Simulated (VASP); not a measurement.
# Ge (Cmmm) in VASP: single point with r2SCAN

Aim: the single point of Ge with r2SCAN.

Program: VASP 6.6.1. These are calculated values, not measurements. Logs are shortened: lines on timing, memory, paths and dates and some standing lists are left out, and cuts for length are marked.

## (1) The cell of the first run

The structure is orthorhombic, space group Cmmm (No. 65). The conventional cell has a = 2.934 Å, b = 5.461 Å, c = 2.563 Å, α = 90.00°, β = 90.00°, γ = 90.00°. Ge (site symmetry mmm) has 8 Ge at 2.56 to 3.10 Å within 3.4 Å.

## (2) Single point, r2SCAN (strain +0.050 along x and y, -0.050 along z)

POSCAR

```
Ge
1.0
    1.4670064500     -2.7305418000      0.0000000000
    1.4670064500      2.7305418000      0.0000000000
    0.0000000000      0.0000000000      2.5633194500
Ge
1
Direct
    0.5000000000      0.5000000000      0.0000000000
```

INCAR.step1

```
SYSTEM = Ge
PREC = Accurate
ENCUT = 550
ISMEAR = 0
SIGMA = 0.15
LREAL = .False.
LASPH = .True.
NELM = 120
NBANDS = 13
GGA = PE
ALGO = Normal
EDIFF = 1E-5
LWAVE = .True.
LCHARG = .False.
GGA_COMPAT = .False.
```

INCAR.step2

```
SYSTEM = Ge
PREC = Accurate
ENCUT = 550
EDIFF = 1E-6
ISMEAR = 0
SIGMA = 0.15
LREAL = .False.
LASPH = .True.
NELM = 120
ALGO = Normal
ISIF = 2
LWAVE = .False.
LCHARG = .False.
METAGGA = R2SCAN
LMIXTAU = .True.
NBANDS = 13
ISTART = 1
GGA_COMPAT = .False.
```

KPOINTS

```
Automatic mesh
0
Gamma
  20 20 18
  0 0 0
```

Potentials or basis: VASP PAW PBE potentials, release 64 (Ge_d).

Started as:

```sh
$ cat potpaw_PBE.64/Ge_d/POTCAR > POTCAR
$ cp INCAR.step1 INCAR
$ mpirun -np 1 vasp_std > vasp.out
$ cp INCAR.step2 INCAR
$ mpirun -np 1 vasp_std > vasp.out
```

OUTCAR:

```text
SYSTEM = Ge
   PREC = Accurate
   ENCUT = 550
   EDIFF = 1E-6
   ISMEAR = 0
   LREAL = .False.
   LASPH = .True.
   NELM = 120
   ISIF = 2
   METAGGA = R2SCAN
   ISTART = 1

 ion  position               nearest neighbor table
   1  0.500  0.500  0.000-

  LATTYP: Found a base centered orthorhombic cell.
 ALAT       =     2.9340129000
 B/A-ratio  =     1.8613018368
 C/A-ratio  =     0.8736565030

  Lattice vectors:

 A1 = (   1.4670064500,  -2.7305418000,   0.0000000000)
 A2 = (   1.4670064500,   2.7305418000,   0.0000000000)
 A3 = (   0.0000000000,   0.0000000000,   2.5633194500)

Analysis of symmetry for initial positions (statically):
=====================================================================
 Subroutine PRICEL returns:
 Original cell was already a primitive cell.

 Routine SETGRP: Setting up the symmetry group for a
 base centered orthorhombic supercell.

 Subroutine GETGRP returns: Found  8 space group operations
 (whereof  8 operations were pure point group operations)
 out of a pool of  8 trial point group operations.

The static configuration has the point symmetry D_2h.

Analysis of symmetry for dynamics (positions and initial velocities):
=====================================================================
 Subroutine PRICEL returns:
 Original cell was already a primitive cell.

 Routine SETGRP: Setting up the symmetry group for a
 base centered orthorhombic supercell.

 Subroutine GETGRP returns: Found  8 space group operations
 (whereof  8 operations were pure point group operations)
 out of a pool of  8 trial point group operations.

The dynamic configuration has the point symmetry D_2h.

 Subroutine INISYM returns: Found  8 space group operations
 (whereof  8 operations are pure point group operations),
 and found     1 'primitive' translations

----------------------------------------------------------------------------------------

                                     Primitive cell

  volume of cell :      20.5359

  direct lattice vectors                    reciprocal lattice vectors
     1.467006450 -2.730541800  0.000000000     0.340830131 -0.183113842  0.000000000
     1.467006450  2.730541800  0.000000000     0.340830131  0.183113842  0.000000000
     0.000000000  0.000000000  2.563319450     0.000000000  0.000000000  0.390119148

  length of vectors
     3.099671990  3.099671990  2.563319450     0.386905489  0.386905489  0.390119148

  position of ions in fractional coordinates (direct lattice)
     0.500000000  0.500000000  0.000000000

  ion indices of the primitive-cell ions
   primitive index   ion index
                 1           1

[... 77 lines left out ...]
   ISIF   =      2    stress and relaxation
   ISYM   =      2    0-nonsym 1-usesym 2-fastsym
   POTIM  = 0.5000    time-step for ionic-motion
   TEBEG  =    0.0;   TEEND  =   0.0 temperature during run
   PSTRESS=    0.0 pullay stress
   NELECT =      14.0000    total number of electrons
   NUPDOWN=      -1.0000    fix difference up-down
   EMIN   =  10.00;   EMAX   =-10.00  energy-range for DOS
   EFERMI =   0.00;   METHOD = LEGACY
   ISMEAR =     0;   SIGMA  =   0.15  broadening in eV -4-tet -1-fermi 0-gaus
   EFERMI_NEDOS =   21; number of points for ismear=-14 and -15
   IALGO  =     38    algorithm
   IMIX   =      4    mixing-type and parameters
     AMIX     =   0.40;   BMIX     =  1.00
     AMIX_MAG =   1.60;   BMIX_MAG =  1.00
  volume/ion in A,a.u.               =      20.54       138.58
  Fermi-wavevector in a.u.,A,eV,Ry     =   1.440831  2.722775 28.245605  2.075993
  Thomas-Fermi vector in A             =   2.559531
   LORBIT       =      0    0 simple, 1 ext, 2 COOP (PROOUT), +10 PAW based schemes
   METAGGA = R2SCAN    functional components
   LHFCALC =     F    Hartree Fock is set to
   AEXX    =    0.0000 exact exchange contribution
   IVDW    =     0    specifies the selected vdW correction
   LEPSILON=     F    determine dielectric tensor
   LRPA    =     F    only Hartree local field effects (RPA)
 non-spin polarized calculation
 Gauss-broadening in eV      SIGMA  =   0.15
  energy-cutoff  :      550.00
  volume of cell :       20.54
 maximum number of plane-waves:       628
   NGX = 11   NGY = 11   NGZ =  9

 number of electron      14.0000009 magnetization

 Free energy of the ion-electron system (eV)
  ---------------------------------------------------
  ext. energy  EPLUGINS =         0.00000000
  ---------------------------------------------------
  free energy    TOTEN  =       -13.39527743 eV

  energy without entropy =      -13.38985003  energy(sigma->0) =      -13.39256373

 E-fermi :   5.6725     XC(G=0): -11.8076

 val. band max:        5.6687080002   @ k =  -0.3000   0.2500   0.2778
 cond. band min:       5.6752518184   @ k =   0.5000   0.3000   0.3889
 fundamental gap:      0.0065438182
 Fermi energy:         5.6724872692

 k-point     1 :       0.0000    0.0000    0.0000
  band No.  band energies     occupation
      1     -19.9361      2.00000
      2     -19.7988      2.00000
      3     -19.7622      2.00000
      4     -19.6468      2.00000
      5     -19.6290      2.00000
      6      -7.5387      2.00000
      7      11.3289      0.00000
      8      12.6604      0.00000
      9      15.1292      0.00000
     10      16.1948      0.00000
     11      18.0485      0.00000
     12      19.8390      0.00000
     13      20.8774      0.00000
[... 354 lines left out ...]
  band No.  band energies     occupation
      1     -19.9107      2.00000
      2     -19.7818      2.00000
      3     -19.7233      2.00000
      4     -19.6578      2.00000
      5     -19.6458      2.00000
      6      -5.2294      2.00000
      7       3.7139      2.00000
      8       8.1185      0.00000
      9      14.1447      0.00000
     10      17.1357      0.00000
     11      21.7336      0.00000
     12      25.8975      0.00000
     13      26.6069      0.00000

 [... further k-points ...]
[... 5 lines left out ...]
  --------------------------------------------------------------------------------------
  -------------------------------------------------------------------------------------
  Total       -1.1467860     -1.1714112      0.5461595      0.0000000      0.0000000      0.0000000
  in kB      -89.4704033    -91.3916169     42.6104900      0.0000000      0.0000000      0.0000000
  external PRESSURE =     -46.0838434 kB  Pullay stress =       0.0000000 kB

 VOLUME and BASIS-vectors are now :
 -----------------------------------------------------------------------------
  energy-cutoff  :      550.00
  volume of cell :       20.54
      direct lattice vectors                 reciprocal lattice vectors
     1.467006450 -2.730541800  0.000000000     0.340830131 -0.183113842  0.000000000
     1.467006450  2.730541800  0.000000000     0.340830131  0.183113842  0.000000000
     0.000000000  0.000000000  2.563319450     0.000000000  0.000000000  0.390119148

 POSITION                                       TOTAL-FORCE (eV/Angst)
 -----------------------------------------------------------------------------------
      1.46701      0.00000      0.00000         0.000000      0.000000      0.000000
 -----------------------------------------------------------------------------------
    total drift:                               -0.000000     -0.000000     -0.000000

  FREE ENERGIE OF THE ION-ELECTRON SYSTEM (eV)
  ---------------------------------------------------
  free  energy   TOTEN  =       -13.3952774291 eV

  energy  without entropy=      -13.3898500270  energy(sigma->0) =      -13.39256373
```

Run time: 5.8 min. Hardware: 1 thread of Intel Xeon Platinum 8559C (Emerald Rapids), shared host; peak memory 0.39 GiB.

What came out:

```
Free energy            : -13.3953 eV
Pressure               : -4.6 GPa
Band gap on the k mesh : zero (bands 7 and 8 overlap by 9.06 eV)
```

Caveat: the cell differs from its parent crystal (strain +0.050 along x and y, -0.050 along z); the stress differs along the axes, from -9 to 4 GPa; the PAW data sets were made with another functional, which shifts forces and pressure a little.
